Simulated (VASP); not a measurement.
# Al4Co3 in VASP: single point with PBE

Aim: the single point of Al4Co3 with PBE.

All numbers are computed with VASP 6.6.1; they aren't measurements. Logs are shortened: lines on timing, memory, paths and dates and some standing lists are left out, and cuts for length are marked.

## Step 1: The cell of the first run

The cell holds a slab with vacuum, 7 atoms: a = 2.819 Å, b = 2.819 Å, c = 23.458 Å, α = 90.00°, β = 90.00°, γ = 90.00°.

## Step 2: Single point, PBE, collinear spin, ferromagnetic start (last atom moved by 0.05 Å along z)

The input, INCAR:

```
ALGO     = Normal         # electronic algorithm
DIPOL    = 0.5 0.5 0.500
EDIFF    = 1E-6           # SCF threshold, eV
ENCUT    = 610            # plane-wave cutoff, eV
GGA      = PE             # functional
GGA_COMPAT= F            
IDIPOL   = 3            
ISIF     = 0              # what is computed and relaxed
ISMEAR   = 1              # smearing method
ISPIN    = 2              # spin polarisation
KPAR     = 4            
LASPH    = T              # aspherical terms in the spheres
LCHARG   = F              # write CHGCAR
LDIPOL   = T            
LMAXMIX  = 4              # l up to which the mixer works
LORBIT   = 11             # projections on sites
LREAL    = F              # projectors in reciprocal space
LWAVE    = F              # write WAVECAR
MAGMOM   = 0 0 0 0 2 2 2  # initial moments
NBANDS   = 54             # bands
NELM     = 200            # most SCF steps
PREC     = Accurate       # precision mode
SIGMA    = 0.05           # smearing width, eV
```

The input, KPOINTS:

```
Automatic mesh
0
Gamma
  18 18 1
  0 0 0
```

The input, POSCAR:

```
Al4Co3
1.0
    2.8194032100      0.0000000000      0.0000000000
    0.0000000000      2.8194032100      0.0000000000
    0.0000000000      0.0000000000     23.4582096300
Al Co
4 3
Direct
    0.0000000000      0.0000000000      0.3197174900
    0.0000000000      0.0000000000      0.4399058300
    0.0000000000      0.0000000000      0.5600941700
    0.0000000000      0.0000000000      0.6802825100
    0.5000000000      0.5000000000      0.3798116600
    0.5000000000      0.5000000000      0.5000000000
    0.5000000000      0.5000000000      0.6223197900
```

Potentials or basis: VASP PAW PBE potentials, release 64 (Al, Co).

Run with:

```bash
> cat potpaw_PBE.64/Al/POTCAR potpaw_PBE.64/Co/POTCAR > POTCAR
> mpirun -np 4 vasp_std > vasp.out
```

OUTCAR:

```text
EDIFF = 1E-6
   ENCUT = 610
   GGA = PE
   ISIF = 0
   ISMEAR = 1
   ISPIN = 2
   LASPH = T
   LORBIT = 11
   LREAL = F
   NELM = 200
   PREC = Accurate

 ion  position               nearest neighbor table
   1  0.000  0.000  0.320-   5 2.44   5 2.44   5 2.44   5 2.44   2 2.82
   2  0.000  0.000  0.440-   5 2.44   6 2.44   5 2.44   6 2.44   5 2.44   6 2.44   5 2.44   6 2.44
                             1 2.82   3 2.82
   3  0.000  0.000  0.560-   6 2.44   6 2.44   6 2.44   6 2.44   7 2.47   7 2.47   7 2.47   7 2.47
                             2 2.82   4 2.82
   4  0.000  0.000  0.680-   7 2.41   7 2.41   7 2.41   7 2.41   3 2.82
   5  0.500  0.500  0.380-   1 2.44   2 2.44   1 2.44   2 2.44   1 2.44   2 2.44   1 2.44   2 2.44
                             6 2.82
   6  0.500  0.500  0.500-   2 2.44   3 2.44   2 2.44   3 2.44   2 2.44   3 2.44   2 2.44   3 2.44
                             5 2.82   7 2.87
   7  0.500  0.500  0.622-   4 2.41   4 2.41   4 2.41   4 2.41   3 2.47   3 2.47   3 2.47   3 2.47
                             6 2.87

  LATTYP: Found a simple tetragonal cell.
 ALAT       =     2.8194032100
 C/A-ratio  =     8.3202748535

  Lattice vectors:

 A1 = (   2.8194032100,   0.0000000000,   0.0000000000)
 A2 = (   0.0000000000,   2.8194032100,   0.0000000000)
 A3 = (   0.0000000000,   0.0000000000,  23.4582096300)

Analysis of symmetry for initial positions (statically):
=====================================================================
 Subroutine PRICEL returns:
 Original cell was already a primitive cell.

 Routine SETGRP: Setting up the symmetry group for a
 simple tetragonal supercell.

 Subroutine GETGRP returns: Found  8 space group operations
 (whereof  8 operations were pure point group operations)
 out of a pool of 16 trial point group operations.

The static configuration has the point symmetry C_4v.

Analysis of symmetry for dynamics (positions and initial velocities):
=====================================================================
 Subroutine PRICEL returns:
 Original cell was already a primitive cell.

 Routine SETGRP: Setting up the symmetry group for a
 simple tetragonal supercell.

 Subroutine GETGRP returns: Found  8 space group operations
 (whereof  8 operations were pure point group operations)
 out of a pool of 16 trial point group operations.

The dynamic configuration has the point symmetry C_4v.

Analysis of structural, dynamic, and magnetic symmetry:
=====================================================================
 Subroutine PRICEL returns:
 Original cell was already a primitive cell.

 Routine SETGRP: Setting up the symmetry group for a
 simple tetragonal supercell.

 Subroutine GETGRP returns: Found  8 space group operations
 (whereof  8 operations were pure point group operations)
 out of a pool of 16 trial point group operations.

The overall configuration has the point symmetry C_4v.

 Subroutine INISYM returns: Found  8 space group operations
 (whereof  8 operations are pure point group operations),
 and found     1 'primitive' translations

----------------------------------------------------------------------------------------

                                     Primitive cell

  volume of cell :     186.4701

  direct lattice vectors                    reciprocal lattice vectors
     2.819403210  0.000000000  0.000000000     0.354684990  0.000000000  0.000000000
     0.000000000  2.819403210  0.000000000     0.000000000  0.354684990  0.000000000
     0.000000000  0.000000000 23.458209630     0.000000000  0.000000000  0.042628999

  length of vectors
     2.819403210  2.819403210 23.458209630     0.354684990  0.354684990  0.042628999

  position of ions in fractional coordinates (direct lattice)
     0.000000000  0.000000000  0.319717490
     0.000000000  0.000000000  0.439905830
     0.000000000  0.000000000  0.560094170
     0.000000000  0.000000000  0.680282510
     0.500000000  0.500000000  0.379811660
     0.500000000  0.500000000  0.500000000
     0.500000000  0.500000000  0.622319790

  ion indices of the primitive-cell ions
   primitive index   ion index
                 1           1
                 2           2
                 3           3
                 4           4
                 5           5
                 6           6
                 7           7

----------------------------------------------------------------------------------------

 KPOINTS: Automatic mesh

Automatic generation of k-mesh.
 Grid dimensions read from file:
 generate k-points for:   18   18    1

 Generating k-lattice:

  Cartesian coordinates                     Fractional coordinates (reciprocal lattice)
     0.019704722  0.000000000  0.000000000     0.055555556  0.000000000  0.000000000
     0.000000000  0.019704722  0.000000000     0.000000000  0.055555556  0.000000000
     0.000000000  0.000000000  0.042628999     0.000000000  0.000000000  1.000000000

  Length of vectors
     0.019704722  0.019704722  0.042628999

  Shift w.r.t. Gamma in fractional coordinates (k-lattice)
     0.000000000  0.000000000  0.000000000

 Subroutine IBZKPT returns following result:
 ===========================================

 Found     55 irreducible k-points:

 Following reciprocal coordinates:
            Coordinates               Weight
  0.000000  0.000000  0.000000      1.000000
  0.055556  0.000000  0.000000      4.000000
  0.111111  0.000000  0.000000      4.000000
  0.166667  0.000000  0.000000      4.000000
  0.222222  0.000000  0.000000      4.000000
  0.277778  0.000000  0.000000      4.000000
[... 16 lines left out ...]
  0.277778  0.111111  0.000000      8.000000
  0.333333  0.111111  0.000000      8.000000
 [... further k-points ...]
   k-points           NKPTS =     55   k-points in BZ     NKDIM =     55   number of bands    NBANDS=     54
   number of dos      NEDOS =    301   number of ions     NIONS =      7
   total plane-waves  NPLWV = 110592
   dimension x,y,z NGX =    24 NGY =   24 NGZ =  192
   dimension x,y,z NGXF=    48 NGYF=   48 NGZF=  384
   ions per type =               4   3
   NGX,Y,Z   is equivalent  to a cutoff of  14.15, 14.15, 13.61 a.u.
   NGXF,Y,Z  is equivalent  to a cutoff of  28.30, 28.30, 27.21 a.u.
 SYSTEM =  unknown system
   PREC   = accura    normal or accurate (medium, high low for compatibility)
   ISTART =      0    job   : 0-new  1-cont  2-samecut
   ICHARG =      2    charge: 1-file 2-atom 10-const
   ISPIN  =      2    spin polarized calculation?
   LNONCOLLINEAR =      F non collinear calculations
   LSORBIT =      F    spin-orbit coupling
   LASPH  =      T    aspherical Exc in radial PAW
   ENCUT  =  610.0 eV  44.83 Ry    6.70 a.u.   5.68  5.68 47.24*2*pi/ulx,y,z
   NELM   =    200;   NELMIN=  2; NELMDL= -5     # of ELM steps
   EDIFF  = 0.1E-05   stopping-criterion for ELM
   LREAL  =      F    real-space projection
   EDIFFG = 0.1E-04   stopping-criterion for IOM
   NSW    =      0    number of steps for IOM
   IBRION =     -1    ionic relax: 0-MD 1-quasi-New 2-CG
   NFREE  =      0    steps in history (QN), initial steepest desc. (CG)
   ISIF   =      0    stress and relaxation
   ISYM   =      2    0-nonsym 1-usesym 2-fastsym
   POTIM  = 0.5000    time-step for ionic-motion
   TEBEG  =    0.0;   TEEND  =   0.0 temperature during run

   SCALEE = 1.0000    scale energy and forces
   PSTRESS=    0.0 pullay stress
   NELECT =      39.0000    total number of electrons
   NUPDOWN=      -1.0000    fix difference up-down
   EMIN   =  10.00;   EMAX   =-10.00  energy-range for DOS
   EFERMI =   0.00;   METHOD = LEGACY
   ISMEAR =     1;   SIGMA  =   0.05  broadening in eV -4-tet -1-fermi 0-gaus
   EFERMI_NEDOS =   21; number of points for ismear=-14 and -15
   IALGO  =     38    algorithm
   IMIX   =      4    mixing-type and parameters
     AMIX     =   0.40;   BMIX     =  1.00
     AMIX_MAG =   1.60;   BMIX_MAG =  1.00
  volume/ion in A,a.u.               =      26.64       179.77
  Fermi-wavevector in a.u.,A,eV,Ry     =   0.971762  1.836364 12.848275  0.944322
  Thomas-Fermi vector in A             =   2.102006
   LORBIT       =     11    0 simple, 1 ext, 2 COOP (PROOUT), +10 PAW based schemes
   GGA     = PE    functional components
   LHFCALC =     F    Hartree Fock is set to
   AEXX    =    0.0000 exact exchange contribution
   IVDW    =     0    specifies the selected vdW correction
   LEPSILON=     F    determine dielectric tensor
   LRPA    =     F    only Hartree local field effects (RPA)

   CSHIFT  =0.1000    complex shift for real part using Kramers Kronig

   OMEGAMAX=  -1.0    maximum frequency
 spin polarized calculation
 Methfessel and Paxton  Order N= 1 SIGMA  =   0.05
  energy-cutoff  :      610.00
  volume of cell :      186.47
 maximum number of plane-waves:      6448
 NGX is ok and might be reduce to    24
   NGX = 11   NGY = 11   NGZ = 95

 added-field ion interaction         -0.007867 eV  (added to PSCEN)

 number of electron      38.9999993 magnetization       1.2744119

 DIPCOR: dipole corrections for dipol
 direction  3 min pos     1,
 dipolmoment           0.000000      0.000000     -0.006012 electrons x Angstroem
 Tr[quadrupol]       -96.895156

 energy correction for charged system         0.000000 eV

 dipol+quadrupol energy correction           -0.000018 eV

 added-field ion interaction          0.002625 eV  (added to PSCEN)

 Free energy of the ion-electron system (eV)
  ---------------------------------------------------
  ext. energy  EPLUGINS =         0.00000000
  ---------------------------------------------------
  free energy    TOTEN  =       -38.30590728 eV

  energy without entropy =      -38.30681425  energy(sigma->0) =      -38.30620961

 E-fermi :   2.6879     XC(G=0):  -6.2821

 val. band max:        2.6877984079   @ k =   0.3889   0.0556   0.0000
 cond. band min:       2.6983719909   @ k =   0.3889   0.0000   0.0000
 fundamental gap:      0.0105735830
 Fermi energy:         2.6878979307

 spin component 1

 k-point     1 :       0.0000    0.0000    0.0000
  band No.  band energies     occupation
      1      -8.2616      1.00000
      2      -7.4592      1.00000
      3      -6.1327      1.00000
      4      -4.4770      1.00000
      5      -2.6930      1.00000
      6      -1.3341      1.00000
[... 23 lines left out ...]
     30      10.0335      0.00000
     31      10.0335      0.00000
[... 751 lines left out ...]
      1      -5.9721      1.00000
      2      -5.2246      1.00000
      3      -4.0358      1.00000
      4      -2.9955      1.00000
      5      -1.3493      1.00000
      6      -0.9946      1.00000
[... 23 lines left out ...]
     30       9.1805      0.00000
     31       9.2427      0.00000

 [... further k-points ...]

 spin component 2

 k-point     1 :       0.0000    0.0000    0.0000
  band No.  band energies     occupation
      1      -8.2798      1.00000
      2      -7.4620      1.00000
      3      -6.0992      1.00000
      4      -4.4271      1.00000
      5      -2.5388      1.00000
      6      -1.0097      1.00000
[... 23 lines left out ...]
     30      10.0341      0.00000
     31      10.0341      0.00000
[... 751 lines left out ...]
      1      -5.9888      1.00000
      2      -5.2273      1.00000
      3      -3.9925      1.00000
      4      -2.9345      1.00000
      5      -1.2399      1.00000
      6      -0.8219      1.00000
[... 23 lines left out ...]
     30       9.2883      0.00000
     31       9.4430      0.00000

 [... further k-points ...]

 [bands above 31 left out]

------------------------ aborting loop because EDIFF is reached ----------------------------------------

 vacuum level on the upper side and lower side of the slab       (xc-potential included)        -0.440        -0.328

 VOLUME and BASIS-vectors are now :
 -----------------------------------------------------------------------------
  energy-cutoff  :      610.00
  volume of cell :      186.47
      direct lattice vectors                 reciprocal lattice vectors
     2.819403210  0.000000000  0.000000000     0.354684990  0.000000000  0.000000000
     0.000000000  2.819403210  0.000000000     0.000000000  0.354684990  0.000000000
     0.000000000  0.000000000 23.458209630     0.000000000  0.000000000  0.042628999

 POSITION                                       TOTAL-FORCE (eV/Angst)
 -----------------------------------------------------------------------------------
      0.00000      0.00000      7.50000         0.000000      0.000000      0.102912
      0.00000      0.00000     10.31940         0.000000      0.000000      0.087681
      0.00000      0.00000     13.13881         0.000000      0.000000      0.094893
      0.00000      0.00000     15.95821        -0.000000      0.000000      0.025662
      1.40970      1.40970      8.90970         0.000000      0.000000     -0.702410
      1.40970      1.40970     11.72910         0.000000     -0.000000      0.082025
      1.40970      1.40970     14.59851         0.000000     -0.000000      0.309237
 -----------------------------------------------------------------------------------
    total drift:                                0.000000      0.000000     -0.000663

  FREE ENERGIE OF THE ION-ELECTRON SYSTEM (eV)
  ---------------------------------------------------
  free  energy   TOTEN  =       -38.3059072838 eV

  energy  without entropy=      -38.3068142541  energy(sigma->0) =      -38.30620961

 vacuum level on the upper side and lower side of the slab         5.959         6.117

 total charge

# of ion       s       p       d       tot
------------------------------------------
    1        0.420   0.368   0.000   0.788
    2        0.398   0.444   0.000   0.842
    3        0.396   0.438   0.000   0.834
    4        0.422   0.374   0.000   0.796
    5        0.454   0.525   7.529   8.508
    6        0.450   0.529   7.535   8.514
    7        0.453   0.525   7.529   8.507
--------------------------------------------------
tot          2.993   3.202  22.594  28.789

 magnetization (x)

# of ion       s       p       d       tot
------------------------------------------
    1        0.008   0.017   0.000   0.025
    2       -0.001  -0.005   0.000  -0.006
    3       -0.001  -0.004   0.000  -0.006
    4        0.005   0.012   0.000   0.017
    5        0.013  -0.008   0.479   0.483
    6        0.001  -0.004   0.128   0.124
    7        0.013  -0.008   0.490   0.494
--------------------------------------------------
tot          0.036  -0.001   1.096   1.132
```

Run time: 7.5 min. Hardware: 4 MPI ranks of AMD EPYC 9R45 (Zen 5), shared host; peak memory 1 GiB.

Results:

| Quantity | Value |
| --- | --- |
| Free energy | -38.3059 eV |
| Largest force | 0.702 eV/Å |
| Net moment | 1.27 μB per cell |
| Site moments | Al +0.03, -0.01, +0.02 (each value once); Co +0.48, +0.12, +0.49 μB |
| Valence electrons inside the program's atomic spheres | Al 0.79, 0.84, 0.83, 0.80; Co 8.51 |

Forces on the atoms (eV/Å):
```
Al   0.000  0.000  0.103
Al   0.000  0.000  0.088
Al   0.000  0.000  0.095
Al   0.000  0.000  0.026
Co   0.000  0.000 -0.702
Co   0.000  0.000  0.082
Co   0.000  0.000  0.309
```

Levels at points of the mesh, in eV from the Fermi level:
Spin up:
```csv
k point,band 18,band 19,band 20,band 21,band 22,band 23
"(0.00, 0.00, 0.00)",-0.98,-0.78,-0.73,-0.69,0.92,2.75
"(0.50, 0.00, 0.00)",-1.33,-0.93,-0.39,-0.27,-0.10,-0.03
"(0.50, 0.50, 0.00)",-0.55,-0.21,0.94,0.94,2.35,2.39
```
Spin down:
| k point | band 17 | band 18 | band 19 | band 20 | band 21 | band 22 |
| --- | --- | --- | --- | --- | --- | --- |
| (0.00, 0.00, 0.00) | -0.74 | -0.70 | -0.66 | -0.15 | -0.12 | 1.20 |
| (0.50, 0.00, 0.00) | -1.31 | -1.02 | -0.75 | 0.19 | 0.32 | 0.34 |
| (0.50, 0.50, 0.00) | -0.08 | 0.18 | 0.19 | 1.03 | 1.03 | 2.59 |

Caveat: the cell differs from its parent crystal (last atom moved by 0.05 Å along z).
